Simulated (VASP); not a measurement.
Here is a VASP 6.6.1 calculation.

Contents of INCAR:

```
SYSTEM = Ti
PREC = Accurate
ENCUT = 520
EDIFF = 1E-6
ISMEAR = -1
SIGMA = 0.28
LREAL = .FALSE.
LASPH = .TRUE.
NELM = 80
ALGO = Normal
ISIF = 2
LWAVE = .FALSE.
LCHARG = .TRUE.
GGA = PE
LELF = .TRUE.
LVHAR = .TRUE.
NBANDS = 12
```

Contents of KPOINTS:

```
regular mesh
0
G
  14 14 14
  0 0 0
```

The input POSCAR:

```
Ti
1.0
   -1.6410000000      1.6410000000      1.6410000000
    1.6410000000     -1.6410000000      1.6410000000
    1.6410000000      1.6410000000     -1.6410000000
Ti
1
Direct
    0.0000000000      0.0000000000      0.0000000000
```

Potentials or basis: VASP PAW PBE potentials, release 64 (Ti_sv).

The run is started by

```console
$ cat potpaw_PBE.64/Ti_sv/POTCAR > POTCAR
$ mpirun -np 1 vasp_std > vasp.out
```

Task: Predict the pressure.

Result: -0.1 GPa.

Task: What does it give for the band gap on the k mesh?

Result: Zero (band 6 reaches 8.90 eV, above the bottom of band 7 at 7.26 eV).
